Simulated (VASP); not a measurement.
# Ti3HN3 in VASP: a series of runs, part 2 of 2

VASP 6.6.1. The steps go on from the part before.

## Step 5: Relaxation of the atoms, PBE

INCAR reads:

```
SYSTEM = Ti3HN3
  PREC = Accurate
  ENCUT = 520
  EDIFF = 1E-6
  ISMEAR = 0
  SIGMA = 0.1
  LREAL = .FALSE.
  LASPH = .TRUE.
  NELM = 80
  ALGO = Fast
  ISIF = 2
  LWAVE = .FALSE.
  LCHARG = .FALSE.
  LDIPOL = .TRUE.
  IDIPOL = 3
  DIPOL = 0.5 0.5 0.330
  GGA = PE
  IBRION = 2
  NSW = 36
  EDIFFG = -0.025
```

KPOINTS reads:

```
regular mesh
0
G
  9 9 1
  0 0 0
```

POSCAR reads:

```
Ti3HN3
1.0
    3.0028555065      0.0000000000      0.0000000000
    0.0000000000      3.0028555065      0.0000000000
    0.0000000000      0.0000000000     19.7584945265
Ti N H
3 3 1
Selective dynamics
Direct
    0.5000000000      0.5000000000      0.2024445736  F F F
    0.0000000000      0.0000000000      0.3072496201  F F F
    0.5000000000      0.5000000000      0.4076776418  F F F
    0.0000000000      0.0000000000      0.2024445736  F F F
    0.5000000000      0.5000000000      0.3055678856  F F F
    0.0000000000      0.0000000000      0.4179718508  F F F
    0.1250000000      0.1250000000      0.4652002263  F F T
```

Potentials or basis: VASP PAW PBE potentials, release 64 (Ti_sv, N, H).

The run is started by

```
$ cat potpaw_PBE.64/Ti_sv/POTCAR potpaw_PBE.64/N/POTCAR potpaw_PBE.64/H/POTCAR > POTCAR
$ mpirun -np 1 vasp_std > vasp.out
```

OUTCAR:

```text
SYSTEM = Ti3HN3
   PREC = Accurate
   ENCUT = 520
   EDIFF = 1E-6
   ISMEAR = 0
   LREAL = .FALSE.
   LASPH = .TRUE.
   NELM = 80
   ISIF = 2
   GGA = PE
   IBRION = 2
   NSW = 36
   EDIFFG = -0.025

 ion  position               nearest neighbor table
   1  0.500  0.500  0.202-   5 2.04   4 2.12   4 2.12   4 2.12   4 2.12
   2  0.000  0.000  0.307-   4 2.07   5 2.12   5 2.12   5 2.12   5 2.12   6 2.19   3 2.91   3 2.91
                             3 2.91   3 2.91
   3  0.500  0.500  0.408-   5 2.02   6 2.13   6 2.13   6 2.13   6 2.13   2 2.91   2 2.91   2 2.91
                             2 2.91
   4  0.000  0.000  0.202-   2 2.07   1 2.12   1 2.12   1 2.12   1 2.12
   5  0.500  0.500  0.306-   3 2.02   1 2.04   2 2.12   2 2.12   2 2.12   2 2.12
   6  0.000  0.000  0.418-   7 1.07   3 2.13   3 2.13   3 2.13   3 2.13   2 2.19
   7  0.125  0.125  0.465-   6 1.07

  LATTYP: Found a simple tetragonal cell.
 ALAT       =     3.0028555065
 C/A-ratio  =     6.5799018580

  Lattice vectors:

 A1 = (   3.0028555065,   0.0000000000,   0.0000000000)
 A2 = (   0.0000000000,   3.0028555065,   0.0000000000)
 A3 = (   0.0000000000,   0.0000000000,  19.7584945265)

Analysis of symmetry for initial positions (statically):
=====================================================================
 Subroutine PRICEL returns:
 Original cell was already a primitive cell.

 Routine SETGRP: Setting up the symmetry group for a
 simple tetragonal supercell.

 Subroutine GETGRP returns: Found  2 space group operations
 (whereof  2 operations were pure point group operations)
 out of a pool of 16 trial point group operations.

The static configuration has the point symmetry C_1h.

Analysis of symmetry for dynamics (positions and initial velocities):
=====================================================================
 Subroutine PRICEL returns:
 Original cell was already a primitive cell.

 Routine SETGRP: Setting up the symmetry group for a
 simple tetragonal supercell.

 Subroutine GETGRP returns: Found  2 space group operations
 (whereof  2 operations were pure point group operations)
 out of a pool of 16 trial point group operations.

The dynamic configuration has the point symmetry C_1h.

Analysis of constrained symmetry for selective dynamics:
=====================================================================
 Subroutine PRICEL returns:
 Original cell was already a primitive cell.

 Routine SETGRP: Setting up the symmetry group for a
 simple tetragonal supercell.

 Subroutine GETGRP returns: Found  2 space group operations
 (whereof  2 operations were pure point group operations)
 out of a pool of 16 trial point group operations.

The constrained configuration has the point symmetry C_1h.

 Subroutine INISYM returns: Found  2 space group operations
 (whereof  2 operations are pure point group operations),
 and found     1 'primitive' translations

----------------------------------------------------------------------------------------

                                     Primitive cell

  volume of cell :     178.1651

[... 83 lines left out ...]
   dimension x,y,z NGXF=    48 NGYF=   48 NGZF=  300
   ions per type =               3   3   1
   NGX,Y,Z   is equivalent  to a cutoff of  13.29, 13.29, 12.62 a.u.
   NGXF,Y,Z  is equivalent  to a cutoff of  26.57, 26.57, 25.24 a.u.
 SYSTEM =  Ti3HN3
   PREC   = accura    normal or accurate (medium, high low for compatibility)
   ISTART =      0    job   : 0-new  1-cont  2-samecut
   ICHARG =      2    charge: 1-file 2-atom 10-const
   ISPIN  =      1    spin polarized calculation?
   LNONCOLLINEAR =      F non collinear calculations
   LSORBIT =      F    spin-orbit coupling
   LASPH  =      T    aspherical Exc in radial PAW
   ENCUT  =  520.0 eV  38.22 Ry    6.18 a.u.   5.58  5.58 36.74*2*pi/ulx,y,z
   NELM   =     80;   NELMIN=  2; NELMDL= -5     # of ELM steps
   EDIFF  = 0.1E-05   stopping-criterion for ELM
   LREAL  =      F    real-space projection
   EDIFFG = -.3E-01   stopping-criterion for IOM
   NSW    =     36    number of steps for IOM
   IBRION =      2    ionic relax: 0-MD 1-quasi-New 2-CG
   NFREE  =      1    steps in history (QN), initial steepest desc. (CG)
   ISIF   =      2    stress and relaxation
   ISYM   =      2    0-nonsym 1-usesym 2-fastsym
   POTIM  = 0.5000    time-step for ionic-motion
   TEBEG  =    0.0;   TEEND  =   0.0 temperature during run
   PSTRESS=    0.0 pullay stress
   NELECT =      52.0000    total number of electrons
   NUPDOWN=      -1.0000    fix difference up-down
   EMIN   =  10.00;   EMAX   =-10.00  energy-range for DOS
   EFERMI =   0.00;   METHOD = LEGACY
   ISMEAR =     0;   SIGMA  =   0.10  broadening in eV -4-tet -1-fermi 0-gaus
   EFERMI_NEDOS =   21; number of points for ismear=-14 and -15
   IALGO  =     68    algorithm
   IMIX   =      4    mixing-type and parameters
     AMIX     =   0.40;   BMIX     =  1.00
     AMIX_MAG =   1.60;   BMIX_MAG =  1.00
  volume/ion in A,a.u.               =      25.45       171.76
  Fermi-wavevector in a.u.,A,eV,Ry     =   1.085930  2.052110 16.044579  1.179243
  Thomas-Fermi vector in A             =   2.222055
   LORBIT       =      0    0 simple, 1 ext, 2 COOP (PROOUT), +10 PAW based schemes
   GGA     = PE    functional components
   LHFCALC =     F    Hartree Fock is set to
   AEXX    =    0.0000 exact exchange contribution
   IVDW    =     0    specifies the selected vdW correction
   LEPSILON=     F    determine dielectric tensor
   LRPA    =     F    only Hartree local field effects (RPA)
 conjugate gradient relaxation of ions
 non-spin polarized calculation
 RMM-DIIS sequential band-by-band and
 Gauss-broadening in eV      SIGMA  =   0.10
  energy-cutoff  :      520.00
  volume of cell :      178.17
 maximum number of plane-waves:      4826
   NGX = 11   NGY = 11   NGZ = 73

 dipolmoment           0.000000      0.000000     -0.022964 electrons x Angstroem

--------------------------------------- Ionic step        1  -------------------------------------------

 number of electron      52.0000000 magnetization

 Free energy of the ion-electron system (eV)
  ---------------------------------------------------
  ext. energy  EPLUGINS =         0.00000000
  ---------------------------------------------------
  free energy    TOTEN  =       -59.65845555 eV

  energy without entropy =      -59.64642149  energy(sigma->0) =      -59.65243852

------------------------ aborting loop because EDIFF is reached ----------------------------------------

  FORCE on cell =-STRESS in cart. coord.  units (eV):
  Direction    XX          YY          ZZ          XY          YZ          ZX
  --------------------------------------------------------------------------------------
  -------------------------------------------------------------------------------------
  Total       -0.7071158     -0.7071158      1.2325866     -0.0721068     -0.6083036     -0.6083031
  in kB       -6.3588478     -6.3588478     11.0842245     -0.6484317     -5.4702635     -5.4702592
  external PRESSURE =      -0.5444904 kB  Pullay stress =       0.0000000 kB
[... 69 lines left out ...]
--------------------------------------- Ionic step        3  -------------------------------------------

 number of electron      52.0000000 magnetization

 dipolmoment           0.000000      0.000000      0.031381 electrons x Angstroem

 Free energy of the ion-electron system (eV)
  ---------------------------------------------------
  ext. energy  EPLUGINS =         0.00000000
  ---------------------------------------------------
  free energy    TOTEN  =       -59.67294718 eV

  energy without entropy =      -59.66167166  energy(sigma->0) =      -59.66730942

 E-fermi :   1.9216     XC(G=0):  -5.3756

 val. band max:        1.9112565697   @ k =   0.0000   0.0000   0.0000
 cond. band min:       1.9276205971   @ k =   0.1111   0.0000   0.0000
 fundamental gap:      0.0163640275
 Fermi energy:         1.9216365056

 k-point     1 :       0.0000    0.0000    0.0000
  band No.  band energies     occupation
      1     -56.0929      2.00000
      2     -55.7622      2.00000
      3     -55.6142      2.00000
      4     -32.5537      2.00000
      5     -32.1703      2.00000
      6     -32.1618      2.00000
[... 805 lines left out ...]
     30       4.1146      0.00000
     31       4.2330      0.00000

 [... further k-points ...]

------------------------ aborting loop because EDIFF is reached ----------------------------------------

 vacuum level on the upper side and lower side of the slab       (xc-potential included)         0.059        -0.569

  FORCE on cell =-STRESS in cart. coord.  units (eV):
  Direction    XX          YY          ZZ          XY          YZ          ZX
  --------------------------------------------------------------------------------------
  -------------------------------------------------------------------------------------
  Total       -0.9735940     -0.9735940      0.6053548     -0.1906333     -0.7671027     -0.7671023
  in kB       -8.7551935     -8.7551935      5.4437458     -1.7142992     -6.8982885     -6.8982852
  external PRESSURE =      -4.0222137 kB  Pullay stress =       0.0000000 kB
[... 22 lines left out ...]
  FREE ENERGIE OF THE ION-ELECTRON SYSTEM (eV)
  ---------------------------------------------------
  free  energy   TOTEN  =       -59.6729471777 eV

  energy  without entropy=      -59.6616716616  energy(sigma->0) =      -59.66730942

 reached required accuracy - stopping structural energy minimisation

 vacuum level on the upper side and lower side of the slab         4.918         4.272
```

Run time: 29 min. Hardware: 1 thread of Oxide Virtual Turin-like, shared host; peak memory 0.33 GiB.

Results:

* Free energy: -59.6729 eV
* Energy gained by relaxing: 2.1 meV/atom
* Ionic steps: 3
* Band gap on the k mesh: zero (bands 26 and 27 overlap by 1.67 eV)

The path:
```tsv
step	energy change (eV)	largest force on free atoms (eV/Å)	pressure (GPa)
1	0.0000	0.7395	-0.05
2	-0.0143	0.0804	-0.36
3	-0.0145	0.0027	-0.40
```

Final structure:
```cif
data_structure
_symmetry_space_group_name_H-M 'P 1'
_symmetry_Int_Tables_number 1
_cell_length_a 3.0029
_cell_length_b 3.0029
_cell_length_c 19.7585
_cell_angle_alpha 90.000
_cell_angle_beta 90.000
_cell_angle_gamma 90.000
_cell_volume 178.17
loop_
_atom_site_label
_atom_site_type_symbol
_atom_site_fract_x
_atom_site_fract_y
_atom_site_fract_z
_atom_site_occupancy
Ti1 Ti 0.50000 0.50000 0.20244 1
Ti2 Ti 0.00000 0.00000 0.30725 1
Ti3 Ti 0.50000 0.50000 0.40768 1
N1 N 0.00000 0.00000 0.20244 1
N2 N 0.50000 0.50000 0.30557 1
N3 N 0.00000 0.00000 0.41797 1
H1 H 0.12500 0.12500 0.46725 1
```

## Step 6: Relaxation of the atoms, PBE

INCAR reads:

```
PREC = Accurate
ENCUT = 520
EDIFF = 1E-6
ISMEAR = 0
SIGMA = 0.1
LREAL = F
LASPH = T
NELM = 80
ALGO = Fast
ISIF = 2
LWAVE = F
LCHARG = F
LDIPOL = T
IDIPOL = 3
DIPOL = 0.5 0.5 0.334
GGA = PE
IBRION = 2
NSW = 36
EDIFFG = -0.025
```

KPOINTS reads:

```
regular mesh
0
Gamma
  9 9 1
```

POSCAR, as its differences from that of step 5:

```diff
@@ -15,2 +15,2 @@
     0.0000000000      0.0000000000      0.4179718508  F F F
-    0.1250000000      0.1250000000      0.4652002263  F F T
+    0.2500000000      0.2500000000      0.4970298721  F F T
```

Potentials or basis: VASP PAW PBE potentials, release 64 (Ti_sv, N, H).

The run is started by

```
$ cat potpaw_PBE.64/Ti_sv/POTCAR potpaw_PBE.64/N/POTCAR potpaw_PBE.64/H/POTCAR > POTCAR
$ mpirun -np 1 vasp_std > vasp.out
```

It took 40 min on 1 thread of Oxide Virtual Turin-like, shared host; peak memory 0.34 GiB.

It converged, with:

- Free energy: -59.2222 eV
- Energy gained by relaxing: 14.9 meV/atom
- Ionic steps: 6
- Band gap on the k mesh: zero (bands 26 and 27 overlap by 1.55 eV)

The path:
| step | energy change (eV) | largest force on free atoms (eV/Å) | pressure (GPa) |
| --- | --- | --- | --- |
| 1 | 0.0000 | 0.6848 | -2.31 |
| 2 | -0.0223 | 0.6322 | -2.21 |
| 3 | -0.0751 | 0.4187 | -1.93 |
| 4 | -0.0940 | 0.3031 | -1.20 |
| 5 | -0.1037 | 0.0550 | -1.53 |
| 6 | -0.1041 | 0.0061 | -1.48 |

Final structure:
```
CELL_PARAMETERS angstrom
3.00286 0.00000 0.00000
0.00000 3.00286 0.00000
0.00000 0.00000 19.75849
ATOMIC_POSITIONS crystal
Ti 0.50000 0.50000 0.20244
Ti 0.00000 0.00000 0.30725
Ti 0.50000 0.50000 0.40768
N 0.00000 0.00000 0.20244
N 0.50000 0.50000 0.30557
N 0.00000 0.00000 0.41797
H 0.25000 0.25000 0.48388
```

Levels at points of the mesh, in eV from the Fermi level:
| k point | band 23 | band 24 | band 25 | band 26 | band 27 | band 28 | band 29 | band 30 |
| --- | --- | --- | --- | --- | --- | --- | --- | --- |
| (0.00, 0.00, 0.00) | -2.46 | -2.17 | -1.97 | -1.66 | -0.63 | -0.59 | 0.14 | 0.18 |

## Step 7: Overview

```csv
task,cell,atoms held fixed (from 0),gap on the mesh (eV),largest force (eV/Å)
single point,"as given, atomic positions A",-,none,1.55
single point,"as given, atomic positions B",-,none,3.20
relaxation of the atoms,"atoms relaxed, atomic positions C","[0, 3, 1, 4, 2, 5, 6]",none,-
relaxation of the atoms,"atoms relaxed, atomic positions D","[0, 3, 1, 4, 2, 5, 6]",none,-
relaxation of the atoms,"atoms relaxed, atomic positions E","[0, 3, 1, 4, 2, 5, 6]",none,-
```

Alike in all rows: level PBE; potentials or basis VASP PAW PBE potentials, release 64 (Ti_sv, N, H); no spin polarisation; k mesh 9 × 9 × 1; cutoff (eV) 520; smearing gaussian 0.1 eV.

Total energies depend on the potentials used, so only differences within one code and one set of settings carry meaning.
